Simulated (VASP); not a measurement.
# Si (Fd-3m) in VASP: single point with r2SCAN

Aim: the single point of Si with r2SCAN.

Everything below comes from runs of VASP 6.6.1. Logs are shortened: lines on timing, memory, paths and dates and some standing lists are left out, and cuts for length are marked.

### 1 The cell of the first run

The structure is cubic, space group Fd-3m (No. 227). The conventional cell has a = 5.427 Å, b = 5.427 Å, c = 5.427 Å, α = 90.00°, β = 90.00°, γ = 90.00°. Within 3.1 Å of Si (site symmetry -43m) lie 4 Si at 2.35 Å.

### 2 Single point, r2SCAN

The input, POSCAR:

```
Si
1.0
    0.0000000000      2.7135600000      2.7135600000
    2.7135600000      0.0000000000      2.7135600000
    2.7135600000      2.7135600000      0.0000000000
Si
2
Direct
    0.7500000000      0.7500000000      0.7500000000
    0.5000000000      0.5000000000      0.5000000000
```

The input, INCAR.step1:

```
SYSTEM = Si
PREC = Accurate
ENCUT = 550
ISMEAR = 0
SIGMA = 0.01
LREAL = .FALSE.
LASPH = .TRUE.
NELM = 120
NBANDS = 11
GGA = PE
ALGO = Normal
EDIFF = 1E-5
LWAVE = .TRUE.
LCHARG = .FALSE.
GGA_COMPAT = .FALSE.
```

The input, INCAR.step2:

```
SYSTEM = Si
PREC = Accurate
ENCUT = 550
EDIFF = 1E-6
ISMEAR = 0
SIGMA = 0.01
LREAL = .FALSE.
LASPH = .TRUE.
NELM = 120
ALGO = Normal
ISIF = 2
LWAVE = .FALSE.
LCHARG = .FALSE.
METAGGA = R2SCAN
LMIXTAU = .TRUE.
NBANDS = 11
ISTART = 1
GGA_COMPAT = .FALSE.
```

The input, KPOINTS:

```
Automatic mesh
0
G
  6 6 6
  0 0 0
```

Potentials or basis: VASP PAW PBE potentials, release 64 (Si).

The run is started by

```console
> cat potpaw_PBE.64/Si/POTCAR > POTCAR
> cp INCAR.step1 INCAR
> mpirun -np 1 vasp_std > vasp.out
> cp INCAR.step2 INCAR
> mpirun -np 1 vasp_std > vasp.out
```

OUTCAR:

```text
SYSTEM = Si
   PREC = Accurate
   ENCUT = 550
   EDIFF = 1E-6
   ISMEAR = 0
   LREAL = .FALSE.
   LASPH = .TRUE.
   NELM = 120
   ISIF = 2
   METAGGA = R2SCAN
   ISTART = 1

 ion  position               nearest neighbor table
   1  0.750  0.750  0.750-   2 2.35   2 2.35   2 2.35   2 2.35
   2  0.500  0.500  0.500-   1 2.35   1 2.35   1 2.35   1 2.35

  LATTYP: Found a face centered cubic cell.
 ALAT       =     5.4271200000

  Lattice vectors:

 A1 = (   0.0000000000,   2.7135600000,   2.7135600000)
 A2 = (   2.7135600000,   0.0000000000,   2.7135600000)
 A3 = (   2.7135600000,   2.7135600000,   0.0000000000)

Analysis of symmetry for initial positions (statically):
=====================================================================
 Subroutine PRICEL returns:
 Original cell was already a primitive cell.

 Routine SETGRP: Setting up the symmetry group for a
 face centered cubic supercell.

 Subroutine GETGRP returns: Found 48 space group operations
 (whereof 24 operations were pure point group operations)
 out of a pool of 48 trial point group operations.

The static configuration has the point symmetry T_d .
 The point group associated with its full space group is O_h .

Analysis of symmetry for dynamics (positions and initial velocities):
=====================================================================
 Subroutine PRICEL returns:
 Original cell was already a primitive cell.

 Routine SETGRP: Setting up the symmetry group for a
 face centered cubic supercell.

 Subroutine GETGRP returns: Found 48 space group operations
 (whereof 24 operations were pure point group operations)
 out of a pool of 48 trial point group operations.

The dynamic configuration has the point symmetry T_d .
 The point group associated with its full space group is O_h .

 Subroutine INISYM returns: Found 48 space group operations
 (whereof 24 operations are pure point group operations),
 and found     1 'primitive' translations

----------------------------------------------------------------------------------------

                                     Primitive cell

  volume of cell :      39.9621

  direct lattice vectors                    reciprocal lattice vectors
     0.000000000  2.713560000  2.713560000    -0.184259792  0.184259792  0.184259792
     2.713560000  0.000000000  2.713560000     0.184259792 -0.184259792  0.184259792
     2.713560000  2.713560000  0.000000000     0.184259792  0.184259792 -0.184259792

  length of vectors
     3.837553354  3.837553354  3.837553354     0.319147321  0.319147321  0.319147321

  position of ions in fractional coordinates (direct lattice)
     0.750000000  0.750000000  0.750000000
     0.500000000  0.500000000  0.500000000

  ion indices of the primitive-cell ions
   primitive index   ion index
                 1           1
                 2           2

----------------------------------------------------------------------------------------

 KPOINTS: Automatic mesh

Automatic generation of k-mesh.
 Grid dimensions read from file:
 generate k-points for:    6    6    6

 Generating k-lattice:

  Cartesian coordinates                     Fractional coordinates (reciprocal lattice)
    -0.030709965  0.030709965  0.030709965     0.166666667  0.000000000  0.000000000
     0.030709965 -0.030709965  0.030709965     0.000000000  0.166666667  0.000000000
     0.030709965  0.030709965 -0.030709965     0.000000000  0.000000000  0.166666667

  Length of vectors
     0.053191220  0.053191220  0.053191220

  Shift w.r.t. Gamma in fractional coordinates (k-lattice)
     0.000000000  0.000000000  0.000000000

 Subroutine IBZKPT returns following result:
 ===========================================

 Found     16 irreducible k-points:

 Following reciprocal coordinates:
            Coordinates               Weight
  0.000000  0.000000  0.000000      1.000000
  0.166667  0.000000  0.000000      8.000000
  0.333333  0.000000  0.000000      8.000000
  0.500000  0.000000  0.000000      4.000000
  0.166667  0.166667  0.000000      6.000000
  0.333333  0.166667  0.000000     24.000000
[... 8 lines left out ...]
 -0.333333  0.333333  0.166667     24.000000
 -0.333333  0.500000  0.166667     12.000000
   k-points           NKPTS =     16   k-points in BZ     NKDIM =     16   number of bands    NBANDS=     11
   number of dos      NEDOS =    301   number of ions     NIONS =      2
   total plane-waves  NPLWV =  27000
   dimension x,y,z NGX =    30 NGY =   30 NGZ =   30
   dimension x,y,z NGXF=    60 NGYF=   60 NGZF=   60
   ions per type =               2
   NGX,Y,Z   is equivalent  to a cutoff of  13.00, 13.00, 13.00 a.u.
   NGXF,Y,Z  is equivalent  to a cutoff of  25.99, 25.99, 25.99 a.u.
 SYSTEM =  Si
   PREC   = accura    normal or accurate (medium, high low for compatibility)
   ISTART =      1    job   : 0-new  1-cont  2-samecut
   ICHARG =      0    charge: 1-file 2-atom 10-const
   ISPIN  =      1    spin polarized calculation?
   LNONCOLLINEAR =      F non collinear calculations
   LSORBIT =      F    spin-orbit coupling
   LASPH  =      T    aspherical Exc in radial PAW
   ENCUT  =  550.0 eV  40.42 Ry    6.36 a.u.   7.34  7.34  7.34*2*pi/ulx,y,z
   NELM   =    120;   NELMIN=  2; NELMDL=  0     # of ELM steps
   EDIFF  = 0.1E-05   stopping-criterion for ELM
   LREAL  =      F    real-space projection
   EDIFFG = 0.1E-04   stopping-criterion for IOM
   NSW    =      0    number of steps for IOM
   IBRION =     -1    ionic relax: 0-MD 1-quasi-New 2-CG
   NFREE  =      0    steps in history (QN), initial steepest desc. (CG)
   ISIF   =      2    stress and relaxation
   ISYM   =      2    0-nonsym 1-usesym 2-fastsym
   POTIM  = 0.5000    time-step for ionic-motion
   TEBEG  =    0.0;   TEEND  =   0.0 temperature during run
   PSTRESS=    0.0 pullay stress
   NELECT =       8.0000    total number of electrons
   NUPDOWN=      -1.0000    fix difference up-down
   EMIN   =  10.00;   EMAX   =-10.00  energy-range for DOS
   EFERMI =   0.00;   METHOD = LEGACY
   ISMEAR =     0;   SIGMA  =   0.01  broadening in eV -4-tet -1-fermi 0-gaus
   EFERMI_NEDOS =   21; number of points for ismear=-14 and -15
   IALGO  =     38    algorithm
   IMIX   =      4    mixing-type and parameters
     AMIX     =   0.40;   BMIX     =  1.00
     AMIX_MAG =   1.60;   BMIX_MAG =  1.00
  volume/ion in A,a.u.               =      19.98       134.84
  Fermi-wavevector in a.u.,A,eV,Ry     =   0.957684  1.809760 12.478691  0.917158
  Thomas-Fermi vector in A             =   2.086724
   LORBIT       =      0    0 simple, 1 ext, 2 COOP (PROOUT), +10 PAW based schemes
   METAGGA = R2SCAN    functional components
   LHFCALC =     F    Hartree Fock is set to
   AEXX    =    0.0000 exact exchange contribution
   IVDW    =     0    specifies the selected vdW correction
   LEPSILON=     F    determine dielectric tensor
   LRPA    =     F    only Hartree local field effects (RPA)
 non-spin polarized calculation
 Gauss-broadening in eV      SIGMA  =   0.01
  energy-cutoff  :      550.00
  volume of cell :       39.96
 maximum number of plane-waves:      1211
 NGX is ok and might be reduce to    30
   NGX = 15   NGY = 15   NGZ = 15

 number of electron       8.0000000 magnetization

 Free energy of the ion-electron system (eV)
  ---------------------------------------------------
  ext. energy  EPLUGINS =         0.00000000
  ---------------------------------------------------
  free energy    TOTEN  =       -17.52809806 eV

  energy without entropy =      -17.52809806  energy(sigma->0) =      -17.52809806

 E-fermi :   5.8920     XC(G=0):  -9.8591

 val. band max:        5.7644503185   @ k =   0.0000   0.0000   0.0000
 cond. band min:       6.6784909756   @ k =   0.5000   0.5000   0.0000
 fundamental gap:      0.9140406572
 Fermi energy:         5.8920223351

 k-point     1 :       0.0000    0.0000    0.0000
  band No.  band energies     occupation
      1      -6.7760      2.00000
      2       5.7644      2.00000
      3       5.7644      2.00000
      4       5.7645      2.00000
      5       8.5222      0.00000
      6       8.5222      0.00000
      7       8.5222      0.00000
      8       9.7797      0.00000
      9      13.8882      0.00000
     10      13.8882      0.00000
     11      14.4718      0.00000

 k-point     2 :       0.1667    0.0000    0.0000
  band No.  band energies     occupation
      1      -6.3952      2.00000
      2       3.3111      2.00000
      3       5.2872      2.00000
      4       5.2872      2.00000
      5       8.4440      0.00000
      6       9.2101      0.00000
      7       9.2101      0.00000
      8      11.8297      0.00000
      9      13.2572      0.00000
     10      13.2572      0.00000
     11      15.6021      0.00000

 k-point     3 :       0.3333    0.0000    0.0000
  band No.  band energies     occupation
      1      -5.3243      2.00000
      2       0.2089      2.00000
      3       4.7013      2.00000
      4       4.7013      2.00000
      5       7.8809      0.00000
      6       9.5251      0.00000
      7       9.5251      0.00000
      8      14.2376      0.00000
      9      14.2376      0.00000
     10      14.2676      0.00000
     11      15.6579      0.00000
[... 155 lines left out ...]
 k-point    15 :      -0.3333    0.3333    0.1667
  band No.  band energies     occupation
      1      -3.3209      2.00000
      2      -1.3742      2.00000
      3       1.5754      2.00000
      4       2.8634      2.00000
      5       9.4068      0.00000
      6       9.6642      0.00000
      7      12.3096      0.00000
      8      12.7901      0.00000
      9      13.8620      0.00000
     10      17.6022      0.00000
     11      18.5392      0.00000

 k-point    16 :      -0.3333    0.5000    0.1667
  band No.  band energies     occupation
      1      -2.2736      2.00000
      2      -2.2736      2.00000
      3       1.9432      2.00000
      4       1.9432      2.00000
      5       8.7917      0.00000
      6       8.7917      0.00000
      7      13.0341      0.00000
      8      13.0341      0.00000
      9      17.0618      0.00000
     10      17.0618      0.00000
     11      19.5840      0.00000

------------------------ aborting loop because EDIFF is reached ----------------------------------------

  FORCE on cell =-STRESS in cart. coord.  units (eV):
  Direction    XX          YY          ZZ          XY          YZ          ZX
  --------------------------------------------------------------------------------------
  -------------------------------------------------------------------------------------
  Total        0.1902228      0.1902228      0.1902228      0.0000000      0.0000000     -0.0000000
  in kB        7.6264927      7.6264927      7.6264927      0.0000000      0.0000000     -0.0000000
  external PRESSURE =       7.6264927 kB  Pullay stress =       0.0000000 kB

 VOLUME and BASIS-vectors are now :
 -----------------------------------------------------------------------------
  energy-cutoff  :      550.00
  volume of cell :       39.96
      direct lattice vectors                 reciprocal lattice vectors
     0.000000000  2.713560000  2.713560000    -0.184259792  0.184259792  0.184259792
     2.713560000  0.000000000  2.713560000     0.184259792 -0.184259792  0.184259792
     2.713560000  2.713560000  0.000000000     0.184259792  0.184259792 -0.184259792

 POSITION                                       TOTAL-FORCE (eV/Angst)
 -----------------------------------------------------------------------------------
      4.07034      4.07034      4.07034         0.000000      0.000000     -0.000000
      2.71356      2.71356      2.71356        -0.000000     -0.000000      0.000000
 -----------------------------------------------------------------------------------
    total drift:                                0.000000     -0.000000     -0.000000

  FREE ENERGIE OF THE ION-ELECTRON SYSTEM (eV)
  ---------------------------------------------------
  free  energy   TOTEN  =       -17.5280980590 eV

  energy  without entropy=      -17.5280980590  energy(sigma->0) =      -17.52809806
```

Run time: 23 s. Hardware: 1 thread of AMD EPYC 7R13 (Zen 3), shared host; peak memory 0.13 GiB.

Results:

```
Free energy            : -17.5281 eV
Pressure               : 0.8 GPa
Band gap on the k mesh : 0.91 eV, indirect (least direct gap 2.76 eV)
```

Caveat: the PAW data sets were made with another functional, which shifts forces and pressure a little.
